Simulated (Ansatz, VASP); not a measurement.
One calculation of Lu, two programs

File INCAR:

```
PREC     = Accurate       # precision mode
ENCUT    = 520            # plane-wave cutoff, eV
EDIFF    = 1E-6           # SCF threshold, eV
ISMEAR   = -1             # smearing method
SIGMA    = 0.1            # smearing width, eV
LREAL    = F              # projectors in reciprocal space
LASPH    = T              # aspherical terms in the spheres
NELM     = 60             # most SCF steps
ALGO     = Normal         # electronic algorithm
ISIF     = 2              # what is computed and relaxed
LWAVE    = F              # write WAVECAR
LCHARG   = F              # write CHGCAR
GGA      = PE             # functional
NBANDS   = 18             # bands
```

KPOINTS

```
Automatic mesh
0
Gamma
  14 14 14
```

POSCAR

```
Lu
1.0
   -1.8474417472      1.8474417472      1.8474417472
    1.8474417472     -1.8474417472      1.8474417472
    1.8474417472      1.8474417472     -1.8474417472
Lu
1
Direct
    0.0000000000      0.0000000000      0.0000000000
```

Input for Ansatz:

```yaml
crystal:
  lattice:
    - [-1.8474417472, 1.8474417472, 1.8474417472]
    - [1.8474417472, -1.8474417472, 1.8474417472]
    - [1.8474417472, 1.8474417472, -1.8474417472]
  atoms:
    - { symbol: Lu, position: [0.0, 0.0, 0.0] }
kpoints:
  mp_grid: { grid: [14, 14, 14] }
scf:
  occupations: { method: fermi_dirac, width: 0.1 }
hamiltonian:
  xc: pbe
  pseudopotentials: { kind: all_electron, lapw: { basis_error: 0.001 } }
output:
  forces: true
  stress: true
  eigenvalues: true
  populations: true
```

Change from the starting cell: volume scaled by 0.85, LAPW.

Alike in both runs: task single point; functional PBE; k mesh 14 × 14 × 14; occupations fermi-dirac, width 0.1 eV; no spin polarisation.

|  | VASP | Ansatz |
| --- | --- | --- |
| version | VASP 6.6.1 | Ansatz 0.2.0 |
| potentials or method | VASP PAW PBE potentials, release 64 (Lu), cutoff 520 eV | all-electron LAPW, scalar-relativistic |

Ansatz gave:

* pressure (GPa): 9.0

Task: Which values does VASP return?

Result: Pressure (GPa): 9.4.

Ansatz ran all-electron here, and VASP with PAW potentials.

Neither program's run includes spin-orbit coupling.
